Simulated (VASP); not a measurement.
A run of VASP 6.6.1 is set up as follows.

POSCAR

```
MgS
1.0
    4.0286256320      0.0000000000      0.0000000000
   -2.0143128160      3.4888921397      0.0000000000
    0.0000000000      0.0000000000      6.4543927776
Mg S
2 2
Direct
    0.3333333333      0.6666666667     -0.0028727191
    0.6666666667      0.3333333333      0.4971272809
    0.3333333333      0.6666666667      0.3778727191
    0.6666666667      0.3333333333      0.8778727191
```

The input INCAR.step1:

```
SYSTEM = MgS
PREC     = Accurate       ! precision mode
ENCUT    = 520            ! plane-wave cutoff, eV
ISMEAR   = 0              ! smearing method
SIGMA    = 0.01           ! smearing width, eV
LREAL    = .FALSE.        ! projectors in reciprocal space
LASPH    = .TRUE.         ! aspherical terms in the spheres
NELM     = 80             ! most SCF steps
NBANDS   = 16             ! bands
GGA      = PE             ! functional
ALGO     = Normal         ! electronic algorithm
EDIFF    = 1E-4           ! SCF threshold, eV
LWAVE    = .TRUE.         ! write WAVECAR
LCHARG   = .FALSE.        ! write CHGCAR
```

INCAR.step2

```
SYSTEM = MgS
PREC     = Accurate       ! precision mode
ENCUT    = 520            ! plane-wave cutoff, eV
EDIFF    = 1E-7           ! SCF threshold, eV
ISMEAR   = 0              ! smearing method
SIGMA    = 0.01           ! smearing width, eV
LREAL    = .FALSE.        ! projectors in reciprocal space
LASPH    = .TRUE.         ! aspherical terms in the spheres
NELM     = 80             ! most SCF steps
ALGO     = Normal         ! electronic algorithm
ISIF     = 2              ! what is computed and relaxed
LWAVE    = .FALSE.        ! write WAVECAR
LCHARG   = .FALSE.        ! write CHGCAR
METAGGA  = R2SCAN         ! meta-GGA
LMIXTAU  = .TRUE.       
NBANDS   = 16             ! bands
ISTART   = 1
```

The input KPOINTS:

```
regular mesh
0
G
  6 6 4
  0 0 0
```

Potentials or basis: VASP PAW PBE potentials, release 64 (Mg, S).

The run is started by

```sh
$ cat potpaw_PBE.64/Mg/POTCAR potpaw_PBE.64/S/POTCAR > POTCAR
$ cp INCAR.step1 INCAR
$ mpirun -np 1 vasp_std > vasp.out
$ cp INCAR.step2 INCAR
$ mpirun -np 1 vasp_std > vasp.out
```

Task: What does it give for the pressure?

Result: -0.3 GPa.

Task: Estimate the band gap on the k mesh.

Result: 4.13 eV, direct.

Forces on the atoms (eV/Å):
```
Mg   0.000  0.000  0.003
Mg   0.000  0.000  0.003
S    0.000  0.000 -0.003
S    0.000  0.000 -0.003
```

Caveat: the PAW data sets were made with another functional, which shifts forces and pressure a little. r2SCAN opens gaps a little over a GGA but as a rule still falls short of measured ones.
